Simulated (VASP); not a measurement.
# TiGe4 (P-43m) in VASP: notebook, part 2 of 3

VASP 6.6.1. The steps go on from the part before.

**3. Single point, PBE**

This run uses another cell than the first one, of 21.93 Å³/atom.

INCAR

```
PREC = Accurate
ENCUT = 520
EDIFF = 1E-7
ISMEAR = 0
SIGMA = 0.1
LREAL = False
LASPH = True
NELM = 80
ALGO = Normal
ISIF = 2
LWAVE = False
LCHARG = False
GGA = PE
NBANDS = 42
```

KPOINTS

```
regular mesh
0
Gamma
  4 4 4
```

POSCAR

```
TiGe4
1.0
    4.7862712765      0.0000000000      0.0000000000
    0.0000000000      4.7862712765      0.0000000000
    0.0000000000      0.0000000000      4.7862712765
Ti Ge
1 4
Direct
    0.0000000000      0.0000000000      0.0000000000
    0.3069719086      0.3069719086      0.3069719086
    0.6930280914      0.6930280914      0.3069719086
    0.3069719086      0.6930280914      0.6930280914
    0.6930280914      0.3069719086      0.6930280914
```

Potentials or basis: VASP PAW PBE potentials, release 64 (Ti_sv, Ge_d).

The run is started by

```
$ cat potpaw_PBE.64/Ti_sv/POTCAR potpaw_PBE.64/Ge_d/POTCAR > POTCAR
$ mpirun -np 1 vasp_std > vasp.out
```

OUTCAR:

```text
PREC = Accurate
   ENCUT = 520
   EDIFF = 1E-7
   ISMEAR = 0
   LREAL = False
   LASPH = True
   NELM = 80
   ISIF = 2
   GGA = PE

 ion  position               nearest neighbor table
   1  0.000  0.000  0.000-   2 2.54   3 2.54   4 2.54   5 2.54
   2  0.307  0.307  0.307-   1 2.54   3 2.61   4 2.61   5 2.61
   3  0.693  0.693  0.307-   1 2.54   2 2.61   4 2.61   5 2.61
   4  0.307  0.693  0.693-   1 2.54   2 2.61   3 2.61   5 2.61
   5  0.693  0.307  0.693-   1 2.54   2 2.61   3 2.61   4 2.61

  LATTYP: Found a simple cubic cell.
 ALAT       =     4.7862712765

  Lattice vectors:

 A1 = (   4.7862712765,   0.0000000000,   0.0000000000)
 A2 = (   0.0000000000,   4.7862712765,   0.0000000000)
 A3 = (   0.0000000000,   0.0000000000,   4.7862712765)

Analysis of symmetry for initial positions (statically):
=====================================================================
 Subroutine PRICEL returns:
 Original cell was already a primitive cell.

 Routine SETGRP: Setting up the symmetry group for a
 simple cubic supercell.

 Subroutine GETGRP returns: Found 24 space group operations
 (whereof 24 operations were pure point group operations)
 out of a pool of 48 trial point group operations.

The static configuration has the point symmetry T_d .

Analysis of symmetry for dynamics (positions and initial velocities):
=====================================================================
 Subroutine PRICEL returns:
 Original cell was already a primitive cell.

 Routine SETGRP: Setting up the symmetry group for a
 simple cubic supercell.

 Subroutine GETGRP returns: Found 24 space group operations
 (whereof 24 operations were pure point group operations)
 out of a pool of 48 trial point group operations.

The dynamic configuration has the point symmetry T_d .

 Subroutine INISYM returns: Found 24 space group operations
 (whereof 24 operations are pure point group operations),
 and found     1 'primitive' translations

----------------------------------------------------------------------------------------

                                     Primitive cell

  volume of cell :     109.6458

  direct lattice vectors                    reciprocal lattice vectors
     4.786271276  0.000000000  0.000000000     0.208930907  0.000000000  0.000000000
     0.000000000  4.786271276  0.000000000     0.000000000  0.208930907  0.000000000
     0.000000000  0.000000000  4.786271276     0.000000000  0.000000000  0.208930907

  length of vectors
     4.786271276  4.786271276  4.786271276     0.208930907  0.208930907  0.208930907

  position of ions in fractional coordinates (direct lattice)
     0.000000000  0.000000000  0.000000000
     0.306971909  0.306971909  0.306971909
     0.693028091  0.693028091  0.306971909
     0.306971909  0.693028091  0.693028091
     0.693028091  0.306971909  0.693028091

  ion indices of the primitive-cell ions
   primitive index   ion index
                 1           1
                 2           2
                 3           3
                 4           4
                 5           5

[... 22 lines left out ...]
 ===========================================

 Found     10 irreducible k-points:

 Following reciprocal coordinates:
            Coordinates               Weight
  0.000000  0.000000  0.000000      1.000000
  0.250000  0.000000  0.000000      6.000000
  0.500000  0.000000  0.000000      3.000000
  0.250000  0.250000  0.000000     12.000000
  0.500000  0.250000  0.000000     12.000000
  0.500000  0.500000  0.000000      3.000000
  0.250000  0.250000  0.250000      8.000000
  0.500000  0.250000  0.250000     12.000000
  0.500000  0.500000  0.250000      6.000000
  0.500000  0.500000  0.500000      1.000000
   k-points           NKPTS =     10   k-points in BZ     NKDIM =     10   number of bands    NBANDS=     42
   number of dos      NEDOS =    301   number of ions     NIONS =      5
   total plane-waves  NPLWV =  46656
   dimension x,y,z NGX =    36 NGY =   36 NGZ =   36
   dimension x,y,z NGXF=    72 NGYF=   72 NGZF=   72
   ions per type =               1   4
   NGX,Y,Z   is equivalent  to a cutoff of  12.50, 12.50, 12.50 a.u.
   NGXF,Y,Z  is equivalent  to a cutoff of  25.01, 25.01, 25.01 a.u.
 SYSTEM =  unknown system
   PREC   = accura    normal or accurate (medium, high low for compatibility)
   ISTART =      0    job   : 0-new  1-cont  2-samecut
   ICHARG =      2    charge: 1-file 2-atom 10-const
   ISPIN  =      1    spin polarized calculation?
   LNONCOLLINEAR =      F non collinear calculations
   LSORBIT =      F    spin-orbit coupling
   LASPH  =      T    aspherical Exc in radial PAW
   ENCUT  =  520.0 eV  38.22 Ry    6.18 a.u.   8.90  8.90  8.90*2*pi/ulx,y,z
   NELM   =     80;   NELMIN=  2; NELMDL= -5     # of ELM steps
   EDIFF  = 0.1E-06   stopping-criterion for ELM
   LREAL  =      F    real-space projection
   EDIFFG = 0.1E-05   stopping-criterion for IOM
   NSW    =      0    number of steps for IOM
   IBRION =     -1    ionic relax: 0-MD 1-quasi-New 2-CG
   NFREE  =      0    steps in history (QN), initial steepest desc. (CG)
   ISIF   =      2    stress and relaxation
   ISYM   =      2    0-nonsym 1-usesym 2-fastsym
   POTIM  = 0.5000    time-step for ionic-motion
   TEBEG  =    0.0;   TEEND  =   0.0 temperature during run
   PSTRESS=    0.0 pullay stress
   NELECT =      68.0000    total number of electrons
   NUPDOWN=      -1.0000    fix difference up-down
   EMIN   =  10.00;   EMAX   =-10.00  energy-range for DOS
   EFERMI =   0.00;   METHOD = LEGACY
   ISMEAR =     0;   SIGMA  =   0.10  broadening in eV -4-tet -1-fermi 0-gaus
   EFERMI_NEDOS =   21; number of points for ismear=-14 and -15
   IALGO  =     38    algorithm
   IMIX   =      4    mixing-type and parameters
     AMIX     =   0.40;   BMIX     =  1.00
     AMIX_MAG =   1.60;   BMIX_MAG =  1.00
  volume/ion in A,a.u.               =      21.93       147.99
  Fermi-wavevector in a.u.,A,eV,Ry     =   1.396091  2.638230 26.518720  1.949071
  Thomas-Fermi vector in A             =   2.519479
   LORBIT       =      0    0 simple, 1 ext, 2 COOP (PROOUT), +10 PAW based schemes
   GGA     = PE    functional components
   LHFCALC =     F    Hartree Fock is set to
   AEXX    =    0.0000 exact exchange contribution
   IVDW    =     0    specifies the selected vdW correction
   LEPSILON=     F    determine dielectric tensor
   LRPA    =     F    only Hartree local field effects (RPA)
 non-spin polarized calculation
 Gauss-broadening in eV      SIGMA  =   0.10
  energy-cutoff  :      520.00
  volume of cell :      109.65
 maximum number of plane-waves:      3016
 NGX is ok and might be reduce to    36
   NGX = 17   NGY = 17   NGZ = 17

 number of electron      67.9999960 magnetization

 Free energy of the ion-electron system (eV)
  ---------------------------------------------------
  ext. energy  EPLUGINS =         0.00000000
  ---------------------------------------------------
  free energy    TOTEN  =       -23.54147125 eV

  energy without entropy =      -23.51104621  energy(sigma->0) =      -23.52625873

 E-fermi :   5.5149     XC(G=0): -10.3445

 val. band max:        5.4286605511   @ k =   0.2500   0.2500   0.0000
 cond. band min:       5.5418193807   @ k =   0.5000   0.5000   0.0000
 fundamental gap:      0.1131588296
 Fermi energy:         5.5149348354

 k-point     1 :       0.0000    0.0000    0.0000
  band No.  band energies     occupation
      1     -51.9762      2.00000
      2     -28.2600      2.00000
      3     -28.2600      2.00000
      4     -28.2600      2.00000
      5     -19.2546      2.00000
      6     -19.2283      2.00000
[... 439 lines left out ...]
     41      10.7150      0.00000
     42      10.7164      0.00000

------------------------ aborting loop because EDIFF is reached ----------------------------------------

  FORCE on cell =-STRESS in cart. coord.  units (eV):
  Direction    XX          YY          ZZ          XY          YZ          ZX
  --------------------------------------------------------------------------------------
  -------------------------------------------------------------------------------------
  Total        0.0218664      0.0218664      0.0218664     -0.0000000     -0.0000000     -0.0000000
  in kB        0.3195191      0.3195191      0.3195191     -0.0000000     -0.0000000     -0.0000000
  external PRESSURE =       0.3195191 kB  Pullay stress =       0.0000000 kB

 VOLUME and BASIS-vectors are now :
 -----------------------------------------------------------------------------
  energy-cutoff  :      520.00
  volume of cell :      109.65
      direct lattice vectors                 reciprocal lattice vectors
     4.786271276  0.000000000  0.000000000     0.208930907  0.000000000  0.000000000
     0.000000000  4.786271276  0.000000000     0.000000000  0.208930907  0.000000000
     0.000000000  0.000000000  4.786271276     0.000000000  0.000000000  0.208930907

 POSITION                                       TOTAL-FORCE (eV/Angst)
 -----------------------------------------------------------------------------------
      0.00000      0.00000      0.00000        -0.000000      0.000000      0.000000
      1.46925      1.46925      1.46925        -0.012476     -0.012476     -0.012476
      3.31702      3.31702      1.46925         0.012476      0.012476     -0.012476
      1.46925      3.31702      3.31702        -0.012476      0.012476      0.012476
      3.31702      1.46925      3.31702         0.012476     -0.012476      0.012476
 -----------------------------------------------------------------------------------
    total drift:                                0.000000      0.000000      0.000000

  FREE ENERGIE OF THE ION-ELECTRON SYSTEM (eV)
  ---------------------------------------------------
  free  energy   TOTEN  =       -23.5414712532 eV

  energy  without entropy=      -23.5110462062  energy(sigma->0) =      -23.52625873
```

OSZICAR:

```text
N       E                     dE             d eps       ncg     rms          rms(c)
DAV:   1     0.712131834363E+03    0.71213E+03   -0.32794E+04   954   0.416E+03
DAV:   2     0.110023755453E+03   -0.60211E+03   -0.58546E+03   840   0.928E+02
DAV:   3    -0.151650485684E+02   -0.12519E+03   -0.12269E+03   982   0.241E+02
DAV:   4    -0.255792928641E+02   -0.10414E+02   -0.10252E+02  1130   0.719E+01
DAV:   5    -0.260606178828E+02   -0.48133E+00   -0.48018E+00  1088   0.150E+01    0.106E+01
DAV:   6    -0.295329033621E+02   -0.34723E+01   -0.70727E+01  1050   0.233E+01    0.241E+01
DAV:   7    -0.239010888099E+02    0.56318E+01   -0.57303E+01  1022   0.248E+01    0.514E+00
DAV:   8    -0.235569862432E+02    0.34410E+00   -0.37704E+00   894   0.777E+00    0.129E+00
DAV:   9    -0.235704675636E+02   -0.13481E-01   -0.25583E-01  1132   0.256E+00    0.160E+00
DAV:  10    -0.235413010570E+02    0.29167E-01   -0.15560E-01  1056   0.152E+00    0.371E-01
DAV:  11    -0.235417621986E+02   -0.46114E-03   -0.50856E-03   984   0.463E-01    0.216E-01
DAV:  12    -0.235415322543E+02    0.22994E-03   -0.48870E-03  1020   0.242E-01    0.661E-02
DAV:  13    -0.235414696234E+02    0.62631E-04   -0.46255E-04   948   0.110E-01    0.902E-03
DAV:  14    -0.235414704669E+02   -0.84343E-06   -0.10724E-05  1198   0.216E-02    0.390E-03
DAV:  15    -0.235414716510E+02   -0.11841E-05   -0.10923E-06   978   0.727E-03    0.240E-03
DAV:  16    -0.235414712578E+02    0.39325E-06   -0.53504E-07   730   0.287E-03    0.421E-04
DAV:  17    -0.235414712532E+02    0.45729E-08   -0.22956E-08   544   0.128E-03
   1 F= -.23541471E+02 E0= -.23526259E+02  d E =-.304250E-01
```

stdout:

```text
POSCAR found type information on POSCAR TiGe
 POSCAR found :  2 types and       5 ions
 scaLAPACK will be used
 LDA part: xc-table for (Slater+PW92), standard interpolation
 POSCAR, INCAR and KPOINTS ok, starting setup
 FFT: planning ... GRIDC
 FFT: planning ... GRID_SOFT
 FFT: planning ... GRID
 WAVECAR not read
 entering main loop
```

It took 43 s on 1 thread of Intel Xeon 6975P-C (Granite Rapids), shared host; peak memory 0.21 GiB.

What came out:

```
Free energy            : -23.5415 eV
Pressure               : 0.0 GPa
Largest force          : 0.022 eV/Å
Band gap on the k mesh : zero (bands 34 and 35 overlap by 1.02 eV)
```

Forces in eV/Å, atoms in the order of the input:
```
Ti   0.000  0.000  0.000
Ge  -0.012 -0.012 -0.012
Ge   0.012  0.012 -0.012
Ge  -0.012  0.012  0.012
Ge   0.012 -0.012  0.012
```

Levels at points of the mesh, in eV from the Fermi level:
```
           k point  band 32  band 33  band 34  band 35  band 36  band 37
(0.00, 0.00, 0.00)    -0.83    -0.83    -0.83     0.97     0.97     1.47
(0.50, 0.00, 0.00)    -1.50    -1.41    -1.41    -0.75     0.19     0.19
(0.50, 0.50, 0.00)    -2.49    -0.47     0.03     0.36     0.43     0.43
(0.50, 0.50, 0.50)    -3.58     0.27     0.27     0.27     0.36     0.36
```

**4. Single point, PBE**

This run uses another cell than the first one, of 21.91 Å³/atom.

INCAR

```
SYSTEM = TiGe4
  PREC = Accurate
  ENCUT = 520
  EDIFF = 1E-7
  ISMEAR = 0
  SIGMA = 0.1
  LREAL = .FALSE.
  LASPH = .TRUE.
  NELM = 100
  ALGO = Normal
  ISIF = 2
  LWAVE = .FALSE.
  LCHARG = .FALSE.
  GGA = PE
  NBANDS = 42
```

KPOINTS

```
regular mesh
0
G
  8 8 8
  0 0 0
```

POSCAR

```
TiGe4
1.0
    4.7848447402      0.0000000000      0.0000000000
    0.0000000000      4.7848447402      0.0000000000
    0.0000000000      0.0000000000      4.7848447402
Ti Ge
1 4
Direct
    0.0000000000      0.0000000000      0.0000000000
    0.3073681551      0.3073681551      0.3073681551
    0.6926318449      0.6926318449      0.3073681551
    0.3073681551      0.6926318449      0.6926318449
    0.6926318449      0.3073681551      0.6926318449
```

The run is started by

```
$ cat potpaw_PBE.64/Ti_sv/POTCAR potpaw_PBE.64/Ge_d/POTCAR > POTCAR
$ mpirun -np 1 vasp_std > vasp.out
```

Run time: 2 min. Hardware: 1 thread of Intel Xeon 6975P-C (Granite Rapids), shared host; peak memory 0.27 GiB.

Results (log left out):

- Free energy: -23.6092 eV
- Pressure: 0.0 GPa
- Largest force: 0.016 eV/Å
- Band gap on the k mesh: zero (bands 34 and 35 overlap by 1.04 eV)

Forces on the atoms (eV/Å):
```
Ti   0.000  0.000  0.000
Ge  -0.009 -0.009 -0.009
Ge   0.009  0.009 -0.009
Ge  -0.009  0.009  0.009
Ge   0.009 -0.009  0.009
```

Levels at points of the mesh, in eV from the Fermi level:
```tsv
k point	band 31	band 32	band 33	band 34	band 35	band 36	band 37	band 38
(0.00, 0.00, 0.00)	-3.44	-0.77	-0.77	-0.77	1.02	1.02	1.53	1.53
(0.50, 0.00, 0.00)	-1.54	-1.42	-1.34	-1.34	-0.69	0.25	0.25	0.34
(0.50, 0.50, 0.00)	-2.42	-2.42	-0.39	0.09	0.42	0.51	0.51	1.70
(0.50, 0.50, 0.50)	-3.97	-3.50	0.33	0.33	0.33	0.42	0.42	3.36
```

**5. Single point, PBE**

This run uses another cell than the first one, of 21.91 Å³/atom.

INCAR

```
PREC     = Accurate       # precision mode
ENCUT    = 520            # plane-wave cutoff, eV
EDIFF    = 1E-7           # SCF threshold, eV
ISMEAR   = 0              # smearing method
SIGMA    = 0.1            # smearing width, eV
LREAL    = F              # projectors in reciprocal space
LASPH    = T              # aspherical terms in the spheres
NELM     = 80             # most SCF steps
ALGO     = Normal         # electronic algorithm
ISIF     = 2              # what is computed and relaxed
LWAVE    = F              # write WAVECAR
LCHARG   = F              # write CHGCAR
GGA      = PE             # functional
NBANDS   = 42             # bands
```

KPOINTS

```
Automatic mesh
0
Gamma
  8 8 8
```

POSCAR is that of step 4.

Potentials or basis: VASP PAW PBE potentials, release 64 (Ti_sv, Ge_d).

The run is started by

```
$ cat potpaw_PBE.64/Ti_sv/POTCAR potpaw_PBE.64/Ge_d/POTCAR > POTCAR
$ mpirun -np 1 vasp_std > vasp.out
```

OUTCAR:

```text
PREC = Accurate
   ENCUT = 520
   EDIFF = 1E-7
   ISMEAR = 0
   LREAL = F
   LASPH = T
   NELM = 80
   ISIF = 2
   GGA = PE

 ion  position               nearest neighbor table
   1  0.000  0.000  0.000-   2 2.55   3 2.55   4 2.55   5 2.55
   2  0.307  0.307  0.307-   1 2.55   3 2.61   4 2.61   5 2.61
   3  0.693  0.693  0.307-   1 2.55   2 2.61   4 2.61   5 2.61
   4  0.307  0.693  0.693-   1 2.55   2 2.61   3 2.61   5 2.61
   5  0.693  0.307  0.693-   1 2.55   2 2.61   3 2.61   4 2.61
[... 1284 lines left out ...]
  --------------------------------------------------------------------------------------
  -------------------------------------------------------------------------------------
  Total        0.0053304      0.0053304      0.0053304      0.0000000     -0.0000000      0.0000000
  in kB        0.0779584      0.0779584      0.0779584      0.0000000     -0.0000000      0.0000000
  external PRESSURE =       0.0779584 kB  Pullay stress =       0.0000000 kB

 VOLUME and BASIS-vectors are now :
 -----------------------------------------------------------------------------
  energy-cutoff  :      520.00
  volume of cell :      109.55
      direct lattice vectors                 reciprocal lattice vectors
     4.784844740  0.000000000  0.000000000     0.208993197  0.000000000  0.000000000
     0.000000000  4.784844740  0.000000000     0.000000000  0.208993197  0.000000000
     0.000000000  0.000000000  4.784844740     0.000000000  0.000000000  0.208993197

 POSITION                                       TOTAL-FORCE (eV/Angst)
 -----------------------------------------------------------------------------------
      0.00000      0.00000      0.00000         0.000000      0.000000      0.000000
      1.47071      1.47071      1.47071        -0.009046     -0.009046     -0.009046
      3.31414      3.31414      1.47071         0.009046      0.009046     -0.009046
      1.47071      3.31414      3.31414        -0.009046      0.009046      0.009046
      3.31414      1.47071      3.31414         0.009046     -0.009046      0.009046
 -----------------------------------------------------------------------------------
    total drift:                                0.000000      0.000000      0.000000

  FREE ENERGIE OF THE ION-ELECTRON SYSTEM (eV)
  ---------------------------------------------------
  free  energy   TOTEN  =       -23.6091529622 eV

  energy  without entropy=      -23.5873844605  energy(sigma->0) =      -23.59826871
```

Wall time 2 min (1 thread of Intel Xeon 6975P-C (Granite Rapids), shared host); peak memory 0.27 GiB.

What came out:

```yaml
Free_energy: -23.6092 eV
Pressure: 0.0 GPa
Largest_force: 0.016 eV/Å
Band_gap_on_the_k_mesh: zero (bands 34 and 35 overlap by 1.04 eV)
```

Forces on the atoms (eV/Å):
```
Ti   0.000  0.000  0.000
Ge  -0.009 -0.009 -0.009
Ge   0.009  0.009 -0.009
Ge  -0.009  0.009  0.009
Ge   0.009 -0.009  0.009
```

Levels at points of the mesh, in eV from the Fermi level:
```
           k point  band 30  band 31  band 32  band 33  band 34  band 35  band 36  band 37  band 38  band 39
(0.00, 0.00, 0.00)    -3.44    -3.44    -0.77    -0.77    -0.77     1.02     1.02     1.53     1.53     1.53
(0.50, 0.00, 0.00)    -2.27    -1.54    -1.42    -1.34    -1.34    -0.69     0.25     0.25     0.34     2.53
(0.50, 0.50, 0.00)    -3.14    -2.42    -2.42    -0.39     0.09     0.42     0.51     0.51     1.70     1.99
(0.50, 0.50, 0.50)    -3.97    -3.97    -3.50     0.33     0.33     0.33     0.42     0.42     3.36     3.36
```

[end of part 2 of 3]

The gap in the log of VASP goes by the Fermi energy; the results here count the filled bands.